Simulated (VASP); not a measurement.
A run of VASP 6.6.1 is set up as follows.

Contents of INCAR:

```
PREC = Accurate
ENCUT = 500
EDIFF = 1E-6
ISMEAR = 1
SIGMA = 0.013
LREAL = F
LASPH = T
NELM = 120
ALGO = Normal
ISIF = 2
LWAVE = F
LCHARG = T
GGA = RP
LELF = T
LVHAR = T
NBANDS = 17
GGA_COMPAT = F
```

The input KPOINTS:

```
Automatic mesh
0
Gamma
  2 2 2
```

Contents of POSCAR:

```
SnTe
1.0
    0.0000000000      3.6111460000      3.6111460000
    3.6111460000      0.0000000000      3.6111460000
    3.6111460000      3.6111460000      0.0000000000
Sn Te
1 1
Direct
    0.0000000000      0.0000000000      0.0000000000
    0.7500000000      0.7500000000      0.7500000000
```

Potentials or basis: VASP PAW PBE potentials, release 64 (Sn_d, Te).

The run is started by

```sh
$ cat potpaw_PBE.64/Sn_d/POTCAR potpaw_PBE.64/Te/POTCAR > POTCAR
$ mpirun -np 1 vasp_std > vasp.out
```

(1) What does it give for the pressure?

(2) Predict the band gap on the k mesh.

## Answers

(1) -0.3 GPa.

(2) 0.89 eV, direct.

Caveat: the k points lie up to 0.75 Å⁻¹ apart; the PAW data sets were made with another functional, which shifts forces and pressure a little; spin-orbit coupling is left out, which moves the levels of the heavy elements.
